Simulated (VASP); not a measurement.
Runs of VASP 6.6.1 on SiC2. The structure is that of space group P-6m2 (No. 187), or close to it. The cells are those of the table. 

```tsv
task	spin	cell	k mesh	cutoff (eV)	gap on the mesh (eV)	pressure (GPa)	moment (μB)	relaxed volume (Å³/atom)	largest force (eV/Å)
single point	off	a = 2.679, b = 2.679, c = 13.138 Å, angles 90.0, 90.0, 120.0°, 6 atoms	6 × 6 × 2	520	none	-22.1	-	-	0.24
relaxation of cell and atoms	off	relaxed from a = 2.706, b = 2.706, c = 7.807 Å, angles 90.0, 90.0, 120.0°, 6 atoms	18 × 18 × 6	600	none	0.0	-	8.30	0.01
relaxation of cell and atoms	off	relaxed from a = 2.679, b = 2.679, c = 13.138 Å, angles 90.0, 90.0, 120.0°, 6 atoms	6 × 6 × 2	600	none	0.0	-	(a)	0.02
single point	off	a = 2.705, b = 2.705, c = 7.864 Å, angles 90.0, 90.0, 120.0°, 6 atoms	18 × 18 × 6	520	none	0.1	-	-	0.01
single point	collinear, ferromagnetic start	a = 2.706, b = 2.706, c = 7.807 Å, angles 90.0, 90.0, 120.0°, 6 atoms	6 × 6 × 2	520	none	0.0	0.00	-	0.01
single point	off	a = 2.706, b = 2.706, c = 7.807 Å, angles 90.0, 90.0, 120.0°, 6 atoms	6 × 6 × 2	520	none	0.0	-	-	0.01
single point	collinear, ferromagnetic start	a = 2.679, b = 2.679, c = 13.138 Å, angles 90.0, 90.0, 120.0°, 6 atoms	6 × 6 × 2	520	none	-22.1	0.00	-	0.24
```

Alike in all rows: level PBE; potentials or basis VASP PAW PBE potentials, release 64 (Si, C); smearing gaussian 0.1 eV.

Problem. Fill in the values left out.

Solution. (a) 8.25.

Caveats: some runs use coarse meshes; the volume moved by over 15 % at a fixed basis, so the end points are rough (some runs).

A gap of «none» marks levels without a gap at the run's occupations.
